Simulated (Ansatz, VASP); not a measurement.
Two plane-wave programs on Hf

INCAR

```
PREC = Accurate
ENCUT = 520
EDIFF = 1E-6
ISMEAR = -1
SIGMA = 0.1
LREAL = False
LASPH = True
NELM = 100
ALGO = Normal
ISIF = 2
LWAVE = False
LCHARG = False
GGA = PE
NBANDS = 17
```

KPOINTS

```
regular mesh
0
Gamma
  6 6 3
```

Contents of POSCAR:

```
Hf
1.0
    3.2045059552      0.0000000000      0.0000000000
   -1.6022529776      2.7751835638      0.0000000000
    0.0000000000      0.0000000000      5.0738215932
Hf
2
Direct
    0.3333333333      0.6666666667      0.2500000000
    0.6666666667      0.3333333333      0.7500000000
```

Input for Ansatz:

```yaml
crystal:
  lattice:
    - [3.2045059552, 0.0, 0.0]
    - [-1.6022529776, 2.7751835638, 0.0]
    - [0.0, 0.0, 5.0738215932]
  atoms:
    - { symbol: Hf, position: [0.3333333333, 0.6666666667, 0.25] }
    - { symbol: Hf, position: [0.6666666667, 0.3333333333, 0.75] }
hamiltonian:
  xc: pbe
  pseudopotentials:
    kind: paw
    azcp:
      Hf: "pseudopotentials/Hf.paw.azcp"
basis:
  ecutwfc: 420
  fft_grid_basis: typed
kpoints:
  mp_grid: { grid: [6, 6, 3], shift: [0, 0, 0] }
magnetization:
  spin_polarized: false
scf:
  occupations: { method: fermi_dirac, width: 0.1 }
  lower_state_search: "off"
output:
  stress: true
  write_density: true
  write_potential: true
  elf: true
  volumetric_format: npy
```

Alike in both runs: task single point; functional PBE; k mesh 6 × 6 × 3; occupations fermi-dirac, width 0.1 eV; no spin polarisation.

```csv
,VASP,Ansatz
version,VASP 6.6.1,Ansatz 0.2.0
potentials or method,"VASP PAW PBE potentials, release 64 (Hf_pv), cutoff 520 eV","plane waves (420 eV) with PAW, scalar-relativistic"
valence electrons in the cell,20,52
```

|  | VASP | Ansatz | Ansatz less VASP |
| --- | --- | --- | --- |
| pressure (GPa) | 0.1 | 0.5 | +0.43 |
| traceless stress, the component that is largest in VASP (GPa) | 0.04 | 0.10 | +0.058 |

VASP's potentials hold 20 valence electrons a cell and Ansatz's 52, so a difference there can come from the potentials and not from the codes.

The k mesh is coarse, so the values compare programs but aren't converged. Neither program's run includes spin-orbit coupling.
